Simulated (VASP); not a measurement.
# YbN (F-43m) in VASP: further runs

Runs on YbN. Level: PBE+U. Tasks: single point.

All numbers are computed with VASP 6.6.1; they aren't measurements. Logs are shortened: lines on timing, memory, paths and dates and some standing lists are left out, and cuts for length are marked.

## 1. The cell of the first run

It takes space group F-43m (No. 216, cubic). Conventional cell: a = 5.162 Å, b = 5.162 Å, c = 5.162 Å, α = 90.00°, β = 90.00°, γ = 90.00°. Within 3.0 Å of Yb (site symmetry -43m) lie 4 N at 2.24 Å. Within 3.0 Å of N (site symmetry -43m) lie 4 Yb at 2.24 Å.

## 2. Single point, PBE+U, collinear spin, ferromagnetic start

Input file INCAR:

```
  ALGO = Normal
  EDIFF = 1E-7
  ENCUT = 520
  GGA = PE
  ISIF = 2
  ISMEAR = 0
  ISPIN = 2
  LASPH = True
  LCHARG = False
  LDAU = True
  LDAUJ = 0 0
  LDAUL = 3 -1
  LDAUPRINT = 1
  LDAUTYPE = 2
  LDAUU = 6 0
  LMAXMIX = 6
  LORBIT = 11
  LREAL = False
  LWAVE = False
  MAGMOM = 1.08 0
  NBANDS = 26
  NELM = 150
  PREC = Accurate
  SIGMA = 0.05
```

Input file KPOINTS:

```
k-points
0
Gamma
  6 6 6
```

Input file POSCAR:

```
YbN
1.0
    0.0000000000      2.5811819695      2.5811819695
    2.5811819695      0.0000000000      2.5811819695
    2.5811819695      2.5811819695      0.0000000000
Yb N
1 1
Direct
    0.0000000000      0.0000000000      0.0000000000
    0.2500000000      0.2500000000      0.2500000000
```

Potentials or basis: VASP PAW PBE potentials, release 64 (Yb, N).

On the command line:

```
$ cat potpaw_PBE.64/Yb/POTCAR potpaw_PBE.64/N/POTCAR > POTCAR
$ mpirun -np 1 vasp_std > vasp.out
```

OUTCAR:

```text
EDIFF = 1E-7
   ENCUT = 520
   GGA = PE
   ISIF = 2
   ISMEAR = 0
   ISPIN = 2
   LASPH = True
   LORBIT = 11
   LREAL = False
   NELM = 150
   PREC = Accurate

 ion  position               nearest neighbor table
   1  0.000  0.000  0.000-   2 2.24   2 2.24   2 2.24   2 2.24
   2  0.250  0.250  0.250-   1 2.24   1 2.24   1 2.24   1 2.24

  LATTYP: Found a face centered cubic cell.
 ALAT       =     5.1623639390

  Lattice vectors:

 A1 = (   0.0000000000,   2.5811819695,   2.5811819695)
 A2 = (   2.5811819695,   0.0000000000,   2.5811819695)
 A3 = (   2.5811819695,   2.5811819695,   0.0000000000)

Analysis of symmetry for initial positions (statically):
=====================================================================
 Subroutine PRICEL returns:
 Original cell was already a primitive cell.

 Routine SETGRP: Setting up the symmetry group for a
 face centered cubic supercell.

 Subroutine GETGRP returns: Found 24 space group operations
 (whereof 24 operations were pure point group operations)
 out of a pool of 48 trial point group operations.

The static configuration has the point symmetry T_d .

Analysis of symmetry for dynamics (positions and initial velocities):
=====================================================================
 Subroutine PRICEL returns:
 Original cell was already a primitive cell.

 Routine SETGRP: Setting up the symmetry group for a
 face centered cubic supercell.

 Subroutine GETGRP returns: Found 24 space group operations
 (whereof 24 operations were pure point group operations)
 out of a pool of 48 trial point group operations.

The dynamic configuration has the point symmetry T_d .

Analysis of structural, dynamic, and magnetic symmetry:
=====================================================================
 Subroutine PRICEL returns:
 Original cell was already a primitive cell.

 Routine SETGRP: Setting up the symmetry group for a
 face centered cubic supercell.

 Subroutine GETGRP returns: Found 24 space group operations
 (whereof 24 operations were pure point group operations)
 out of a pool of 48 trial point group operations.

The overall configuration has the point symmetry T_d .

 Subroutine INISYM returns: Found 24 space group operations
 (whereof 24 operations are pure point group operations),
 and found     1 'primitive' translations

----------------------------------------------------------------------------------------

                                     Primitive cell

  volume of cell :      34.3943

  direct lattice vectors                    reciprocal lattice vectors
     0.000000000  2.581181969  2.581181969    -0.193709706  0.193709706  0.193709706
     2.581181969  0.000000000  2.581181969     0.193709706 -0.193709706  0.193709706
     2.581181969  2.581181969  0.000000000     0.193709706  0.193709706 -0.193709706

  length of vectors
     3.650342548  3.650342548  3.650342548     0.335515052  0.335515052  0.335515052

[... 120 lines left out ...]
 -0.0000  0.9984 -0.0000 -0.0000  0.0000 -0.0000  0.0000
 -0.0009 -0.0000  1.0013 -0.0000 -0.0000  0.0000 -0.0000
  0.0000 -0.0000 -0.0000  1.0001 -0.0000 -0.0000 -0.0000
  0.0000  0.0000 -0.0000 -0.0000  1.0013  0.0000  0.0009
  0.0000 -0.0000  0.0000 -0.0000  0.0000  1.0020 -0.0000
 -0.0000  0.0000 -0.0000 -0.0000  0.0009 -0.0000  1.0008

spin component  2

  0.9353 -0.0000  0.0734 -0.0000 -0.0000 -0.0000 -0.0000
 -0.0000  0.9904  0.0000 -0.0000  0.0000  0.0000  0.0000
  0.0734  0.0000  0.8974 -0.0000  0.0000  0.0000  0.0000
 -0.0000 -0.0000 -0.0000  0.9922  0.0000  0.0000  0.0000
 -0.0000  0.0000  0.0000  0.0000  0.8974 -0.0000 -0.0734
 -0.0000  0.0000  0.0000  0.0000 -0.0000  0.8406  0.0000
 -0.0000  0.0000  0.0000  0.0000 -0.0734  0.0000  0.9353

 occupancies and eigenvectors

  o =  0.8406  v =  0.0000  0.0000  0.0000  0.0000  0.0000  0.0000  0.0000 -0.0006 -0.0000  0.0008  0.0000  0.2491 -0.9491  0.1929      0.0000  0.0000  0.0000  0.0000  0.0000  0.0000  0.0000  0.0000  0.0000  0.0000  0.0000  0.0000  0.0000  0.0000
  o =  0.8406  v =  0.0000  0.0000  0.0000  0.0000  0.0000  0.0000  0.0000  0.0093 -0.0000 -0.0121 -0.0000  0.7502  0.3150  0.5811      0.0000  0.0000  0.0000  0.0000  0.0000  0.0000  0.0000  0.0000  0.0000  0.0000  0.0000  0.0000  0.0000  0.0000
  o =  0.8406  v =  0.0000  0.0000  0.0000  0.0000  0.0000  0.0000  0.0000  0.6123 -0.0000 -0.7905  0.0000 -0.0112 -0.0057 -0.0087      0.0000  0.0000  0.0000  0.0000  0.0000  0.0000  0.0000  0.0000  0.0000  0.0000  0.0000  0.0000  0.0000  0.0000
  o =  0.9904  v =  0.0000  0.0000  0.0000  0.0000  0.0000  0.0000  0.0000 -0.0000 -1.0000 -0.0000 -0.0000 -0.0000 -0.0000  0.0000      0.0000  0.0000  0.0000  0.0000  0.0000  0.0000  0.0000  0.0000  0.0000  0.0000  0.0000  0.0000  0.0000  0.0000
  o =  0.9922  v =  0.0000  0.0000  0.0000  0.0000  0.0000  0.0000  0.0000 -0.0020  0.0000 -0.0016 -0.9904  0.0846 -0.0000 -0.1093      0.0000  0.0000  0.0000  0.0000  0.0000  0.0000  0.0000  0.0000  0.0000  0.0000  0.0000  0.0000  0.0000  0.0000
  o =  0.9922  v =  0.0000  0.0000  0.0000  0.0000  0.0000  0.0000  0.0000  0.7861 -0.0000  0.6089 -0.0171 -0.0640 -0.0000  0.0826      0.0000  0.0000  0.0000  0.0000  0.0000  0.0000  0.0000  0.0000  0.0000  0.0000  0.0000  0.0000  0.0000  0.0000
  o =  0.9922  v =  0.0000  0.0000  0.0000  0.0000  0.0000  0.0000  0.0000 -0.0837  0.0000 -0.0648 -0.1372 -0.6031 -0.0000  0.7786      0.0000  0.0000  0.0000  0.0000  0.0000  0.0000  0.0000  0.0000  0.0000  0.0000  0.0000  0.0000  0.0000  0.0000
  o =  0.9984  v = -0.0000 -1.0000 -0.0000 -0.0000 -0.0000  0.0000 -0.0000  0.0000  0.0000  0.0000  0.0000  0.0000  0.0000  0.0000      0.0000  0.0000  0.0000  0.0000  0.0000  0.0000  0.0000  0.0000  0.0000  0.0000  0.0000  0.0000  0.0000  0.0000
  o =  1.0001  v =  0.0070  0.0000  0.0054 -0.3765  0.5673 -0.0000 -0.7324  0.0000  0.0000  0.0000  0.0000  0.0000  0.0000  0.0000      0.0000  0.0000  0.0000  0.0000  0.0000  0.0000  0.0000  0.0000  0.0000  0.0000  0.0000  0.0000  0.0000  0.0000
  o =  1.0001  v =  0.7905 -0.0000  0.6123  0.0050 -0.0046  0.0000  0.0059  0.0000  0.0000  0.0000  0.0000  0.0000  0.0000  0.0000      0.0000  0.0000  0.0000  0.0000  0.0000  0.0000  0.0000  0.0000  0.0000  0.0000  0.0000  0.0000  0.0000  0.0000
  o =  1.0001  v =  0.0014  0.0000  0.0011 -0.9264 -0.2306 -0.0000  0.2977  0.0000  0.0000  0.0000  0.0000  0.0000  0.0000  0.0000      0.0000  0.0000  0.0000  0.0000  0.0000  0.0000  0.0000  0.0000  0.0000  0.0000  0.0000  0.0000  0.0000  0.0000
  o =  1.0020  v =  0.6123  0.0000 -0.7905 -0.0000 -0.0126  0.0044 -0.0098  0.0000  0.0000  0.0000  0.0000  0.0000  0.0000  0.0000      0.0000  0.0000  0.0000  0.0000  0.0000  0.0000  0.0000  0.0000  0.0000  0.0000  0.0000  0.0000  0.0000  0.0000
  o =  1.0020  v = -0.0021 -0.0000  0.0027  0.0000 -0.3601 -0.8903 -0.2789  0.0000  0.0000  0.0000  0.0000  0.0000  0.0000  0.0000      0.0000  0.0000  0.0000  0.0000  0.0000  0.0000  0.0000  0.0000  0.0000  0.0000  0.0000  0.0000  0.0000  0.0000
  o =  1.0020  v =  0.0099 -0.0000 -0.0128  0.0000  0.7037 -0.4554  0.5451  0.0000  0.0000  0.0000  0.0000  0.0000  0.0000  0.0000      0.0000  0.0000  0.0000  0.0000  0.0000  0.0000  0.0000  0.0000  0.0000  0.0000  0.0000  0.0000  0.0000  0.0000

 number of electron      29.0000007 magnetization       0.9999587

 Free energy of the ion-electron system (eV)
  ---------------------------------------------------
  ext. energy  EPLUGINS =         0.00000000
  ---------------------------------------------------
  free energy    TOTEN  =       -12.09651946 eV

  energy without entropy =      -12.09160803  energy(sigma->0) =      -12.09406375

 E-fermi :   1.0663     XC(G=0): -10.6736

 val. band max:        1.0630009666   @ k =   0.3333   0.1667   0.0000
 cond. band min:       1.0674733112   @ k =  -0.3333   0.3333   0.0000
 fundamental gap:      0.0044723446
 Fermi energy:         1.0662651362

 spin component 1

 k-point     1 :       0.0000    0.0000    0.0000
  band No.  band energies     occupation
      1     -48.5280      1.00000
      2     -20.6244      1.00000
      3     -20.6244      1.00000
      4     -20.6244      1.00000
      5     -11.7566      1.00000
      6      -1.2715      1.00000
[... 453 lines left out ...]
     25      20.4893      0.00000
     26      20.6242      0.00000
 Fermi energy:         1.0662651362

 spin component 2

 k-point     1 :       0.0000    0.0000    0.0000
  band No.  band energies     occupation
      1     -48.2961      1.00000
      2     -20.4644      1.00000
      3     -20.4644      1.00000
      4     -20.4644      1.00000
      5     -11.1737      1.00000
      6      -0.8544      1.00000
[... 453 lines left out ...]
     25      20.6265      0.00000
     26      21.0060      0.00000

------------------------ aborting loop because EDIFF is reached ----------------------------------------

  FORCE on cell =-STRESS in cart. coord.  units (eV):
  Direction    XX          YY          ZZ          XY          YZ          ZX
  --------------------------------------------------------------------------------------
  -------------------------------------------------------------------------------------
  Total        0.4656723      0.4656723      0.4656723     -0.0000000     -0.0000000     -0.0000000
  in kB       21.6922748     21.6922748     21.6922748     -0.0000000     -0.0000000     -0.0000000
  external PRESSURE =      21.6922748 kB  Pullay stress =       0.0000000 kB

 VOLUME and BASIS-vectors are now :
 -----------------------------------------------------------------------------
  energy-cutoff  :      520.00
  volume of cell :       34.39
      direct lattice vectors                 reciprocal lattice vectors
     0.000000000  2.581181969  2.581181969    -0.193709706  0.193709706  0.193709706
     2.581181969  0.000000000  2.581181969     0.193709706 -0.193709706  0.193709706
     2.581181969  2.581181969  0.000000000     0.193709706  0.193709706 -0.193709706

 POSITION                                       TOTAL-FORCE (eV/Angst)
 -----------------------------------------------------------------------------------
      0.00000      0.00000      0.00000        -0.000000     -0.000000     -0.000000
      1.29059      1.29059      1.29059         0.000000      0.000000      0.000000
 -----------------------------------------------------------------------------------
    total drift:                               -0.000000     -0.000000     -0.000000

  FREE ENERGIE OF THE ION-ELECTRON SYSTEM (eV)
  ---------------------------------------------------
  free  energy   TOTEN  =       -12.0965194635 eV

  energy  without entropy=      -12.0916080339  energy(sigma->0) =      -12.09406375

 total charge

# of ion       s       p       d       f       tot
--------------------------------------------------
    1        2.174   6.116   0.627  13.478  22.395
    2        1.272   2.391   0.000   0.000   3.664
--------------------------------------------------
tot          3.446   8.507   0.627  13.478  26.058

 magnetization (x)

# of ion       s       p       d       f       tot
--------------------------------------------------
    1       -0.000   0.024   0.021   0.515   0.561
    2        0.008   0.323   0.000   0.000   0.331
--------------------------------------------------
tot          0.008   0.348   0.021   0.515   0.891
```

Run time: 39 s. Hardware: 1 thread of Intel Xeon 6975P-C (Granite Rapids), shared host; peak memory 0.2 GiB.

Results:

- Free energy: -12.0965 eV
- Pressure: 2.2 GPa
- Band gap on the k mesh: zero (filled and empty bands overlap)
- Net moment: 1.00 μB per cell
- Site moments: Yb +0.56; N +0.33 μB
- Valence electrons inside the program's atomic spheres: Yb 22.39; N 3.66

Levels at points of the mesh, in eV from the Fermi level:
Spin up:
```csv
k point,band 13,band 14,band 15,band 16,band 17,band 18
"(0.00, 0.00, 0.00)",-1.22,-1.22,-1.22,2.36,7.04,7.04
"(0.50, 0.00, 0.00)",-1.54,-0.95,-0.95,5.13,7.02,7.08
"(0.50, 0.50, 0.00)",-1.62,-0.21,-0.21,3.08,5.75,9.04
```
Spin down:
```csv
k point,band 12,band 13,band 14,band 15,band 16,band 17
"(0.00, 0.00, 0.00)",-0.81,-0.30,-0.30,-0.30,2.45,7.10
"(0.50, 0.00, 0.00)",-0.85,-0.30,-0.11,-0.11,5.29,7.07
"(0.50, 0.50, 0.00)",-0.74,-0.40,0.58,0.58,3.04,5.98
```

Eigenvalues of the final occupation matrices:
| site | spin | trace | eigenvalues |
| --- | --- | --- | --- |
| site 1 f | 1 | 7.00 | 1.00 1.00 1.00 1.00 1.00 1.00 1.00 |
| site 1 f | 2 | 6.49 | 0.84 0.84 0.84 0.99 0.99 0.99 0.99 |

Caveat: spin-orbit coupling is left out, which moves the levels of the heavy elements. The state reached can hang on the start; a lower one may exist.

## 3. Single point, PBE+U, collinear spin, ferromagnetic start

Input file INCAR:

```
SYSTEM = YbN
PREC = Accurate ; ENCUT = 520
EDIFF = 1E-6 ; ISMEAR = 0
SIGMA = 0.05 ; LREAL = .False.
LASPH = .True. ; NELM = 150
ALGO = Normal ; ISIF = 2
LWAVE = .False. ; LCHARG = .False.
ISPIN = 2 ; MAGMOM = 1.08 0
LORBIT = 11 ; LMAXMIX = 6
LDAU = .True. ; LDAUTYPE = 2
LDAUL = 3 -1 ; LDAUU = 6 0
LDAUJ = 0 0 ; LDAUPRINT = 1
GGA = PE ; NBANDS = 26
```

Input file KPOINTS:

```
Automatic mesh
0
Gamma
  6 6 6
  0 0 0
```

POSCAR is that of step 2.

Potentials or basis: VASP PAW PBE potentials, release 64 (Yb, N).

On the command line:

```
$ cat potpaw_PBE.64/Yb/POTCAR potpaw_PBE.64/N/POTCAR > POTCAR
$ mpirun -np 1 vasp_std > vasp.out
```

Run time: 35 s. Hardware: 1 thread of Intel Xeon 6975P-C (Granite Rapids), shared host; peak memory 0.19 GiB.

Results (log left out):

```yaml
Free_energy: -12.0965 eV
Pressure: 2.1 GPa
Band_gap_on_the_k_mesh: zero (filled and empty bands overlap)
Net_moment: 1.00 μB per cell
Site_moments: Yb +0.56; N +0.33 μB
Valence_electrons_inside_the_program's_atomic_spheres: Yb 22.39; N 3.66
```

Levels at points of the mesh, in eV from the Fermi level:
Spin up:
```csv
k point,band 12,band 13,band 14,band 15,band 16,band 17,band 18,band 19
"(0.00, 0.00, 0.00)",-1.89,-1.22,-1.22,-1.22,2.36,7.04,7.04,9.90
"(0.50, 0.00, 0.00)",-1.79,-1.54,-0.95,-0.95,5.13,7.02,7.08,7.08
"(0.50, 0.50, 0.00)",-1.71,-1.62,-0.21,-0.21,3.08,5.75,9.04,9.29
```
Spin down:
```csv
k point,band 10,band 11,band 12,band 13,band 14,band 15,band 16,band 17,band 18,band 19
"(0.00, 0.00, 0.00)",-0.81,-0.81,-0.81,-0.30,-0.30,-0.30,2.45,7.10,7.10,10.09
"(0.50, 0.00, 0.00)",-1.25,-0.85,-0.85,-0.30,-0.11,-0.11,5.29,7.07,7.20,7.20
"(0.50, 0.50, 0.00)",-1.33,-0.74,-0.74,-0.40,0.58,0.58,3.04,5.98,9.08,9.37
```

Eigenvalues of the final occupation matrices:
```
    site  spin  trace                         eigenvalues
site 1 f     1   7.01  1.00 1.00 1.00 1.00 1.00 1.00 1.00
site 1 f     2   6.49  0.84 0.84 0.84 0.99 0.99 0.99 0.99
```

Caveat: spin-orbit coupling is left out, which moves the levels of the heavy elements.

## 4. Single point, PBE+U, collinear spin, ferromagnetic start (16.25 Å³/atom)

This run uses another cell than the first one, of 16.25 Å³/atom.

Input file INCAR:

```
SYSTEM = YbN
  PREC = Accurate
  ENCUT = 520
  EDIFF = 1E-6
  ISMEAR = 0
  SIGMA = 0.05
  LREAL = .FALSE.
  LASPH = .TRUE.
  NELM = 150
  ALGO = Normal
  ISIF = 2
  LWAVE = .FALSE.
  LCHARG = .FALSE.
  ISPIN = 2
  MAGMOM = 1.08 0.01
  LORBIT = 11
  LMAXMIX = 6
  LDAU = .TRUE.
  LDAUTYPE = 2
  LDAUL = 3 -1
  LDAUU = 6 0
  LDAUJ = 0 0
  LDAUPRINT = 1
  GGA = PE
  NBANDS = 26
```

Input file KPOINTS:

```
Automatic mesh
0
G
  8 8 8
  0 0 0
```

Input file POSCAR:

```
YbN
1.0
    0.0000000000      2.5329652143      2.5329652143
    2.5329652143      0.0000000000      2.5329652143
    2.5329652143      2.5329652143      0.0000000000
Yb N
1 1
Direct
    0.0000000000      0.0000000000      0.0000000000
    0.2500000000      0.2500000000      0.2500000000
```

On the command line:

```
$ cat potpaw_PBE.64/Yb/POTCAR potpaw_PBE.64/N/POTCAR > POTCAR
$ mpirun -np 1 vasp_std > vasp.out
```

Wall time 53 s (1 thread of Intel Xeon 6975P-C (Granite Rapids), shared host); peak memory 0.21 GiB.

The run converged. Its results:

| Quantity | Value |
| --- | --- |
| Free energy | -12.0401 eV |
| Pressure | 7.9 GPa |
| Band gap on the k mesh | zero (filled and empty bands overlap) |
| Net moment | 1.00 μB per cell |
| Site moments | Yb +0.59; N +0.32 μB |
| Valence electrons inside the program's atomic spheres | Yb 22.49; N 3.70 |

Levels at points of the mesh, in eV from the Fermi level:
Spin up:
| k point | band 11 | band 12 | band 13 | band 14 | band 15 | band 16 | band 17 | band 18 | band 19 | band 20 |
| --- | --- | --- | --- | --- | --- | --- | --- | --- | --- | --- |
| (0.00, 0.00, 0.00) | -1.99 | -1.99 | -1.33 | -1.33 | -1.33 | 2.49 | 7.13 | 7.13 | 10.17 | 10.17 |
| (0.50, 0.00, 0.00) | -1.92 | -1.90 | -1.61 | -1.05 | -1.05 | 5.21 | 7.21 | 7.21 | 7.22 | 9.74 |
| (0.50, 0.50, 0.00) | -1.85 | -1.80 | -1.73 | -0.20 | -0.20 | 3.06 | 5.86 | 9.27 | 9.53 | 9.53 |
Spin down:
| k point | band 10 | band 11 | band 12 | band 13 | band 14 | band 15 | band 16 | band 17 | band 18 | band 19 |
| --- | --- | --- | --- | --- | --- | --- | --- | --- | --- | --- |
| (0.00, 0.00, 0.00) | -0.93 | -0.93 | -0.93 | -0.33 | -0.33 | -0.33 | 2.60 | 7.19 | 7.19 | 10.36 |
| (0.50, 0.00, 0.00) | -1.30 | -0.95 | -0.95 | -0.33 | -0.17 | -0.17 | 5.38 | 7.28 | 7.34 | 7.34 |
| (0.50, 0.50, 0.00) | -1.41 | -0.82 | -0.82 | -0.44 | 0.60 | 0.60 | 3.04 | 6.09 | 9.31 | 9.62 |

Eigenvalues of the final occupation matrices:
| site | spin | trace | eigenvalues |
| --- | --- | --- | --- |
| site 1 f | 1 | 7.01 | 1.00 1.00 1.00 1.00 1.00 1.00 1.00 |
| site 1 f | 2 | 6.47 | 0.83 0.83 0.83 0.99 0.99 0.99 0.99 |

Caveat: the cell stands under pressure; spin-orbit coupling is left out, which moves the levels of the heavy elements. The state reached can hang on the start; a lower one may exist.

The gap in the log of VASP goes by the Fermi energy; the results here count the filled bands.